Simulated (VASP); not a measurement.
SiC: single point with HSE06

SiC:

```xyz
2
Lattice="0.0000 2.1345 2.2059 2.1345 0.0000 2.2059 2.1345 2.1345 0.0000" Properties=species:S:1:pos:R:3 pbc="T T T"
Si    0.0000    0.0000    0.0000
C     1.0672    1.0672    1.1029
```

This cell differs from its parent crystal: epitaxial xy strain -2.0%.

```
Program             : VASP 6.6.1
Task                : single point
Functional          : HSE06
Potentials or basis : VASP PAW PBE potentials, release 64 (Si, C)
Cutoff              : 520 eV
k mesh              : 8 × 8 × 8
Occupations         : gaussian, width 0.01 eV
Spin                : no spin polarisation
```

The pressure is 5.0 GPa. The band gap on the k mesh is 2.03 eV (least direct gap 5.73 eV).

Stress tensor (GPa, compression positive):
```
 8.30  0.00  0.00
 0.00  8.30  0.00
 0.00  0.00 -1.51
```

Levels at points of the mesh, in eV from the valence-band top:
```
           k point  band 1  band 2  band 3  band 4  band 5  band 6  band 7  band 8
(0.00, 0.00, 0.00)  -17.31   -0.25    0.00    0.00    7.81    8.70    8.70    8.78
(0.50, 0.00, 0.00)  -13.34   -9.60   -1.47   -1.02    6.70    8.40    8.80   11.66
(0.50, 0.50, 0.00)  -11.94   -9.02   -3.38   -3.38    2.35    5.80   16.32   16.32
(0.50, 0.00, 0.50)  -11.66   -8.57   -3.79   -3.74    2.03    5.20   15.57   16.72
```

Run time: 34 min on 1 thread of AMD EPYC 7R13 Processor (Zen 3), on a shared host, peak memory 0.23 GiB.

Caveat: the cell differs from its parent crystal (epitaxial xy strain -2.0%); the cell stands under pressure; the PAW data sets were made with another functional, which shifts forces and pressure a little. A k mesh can miss the band edges.
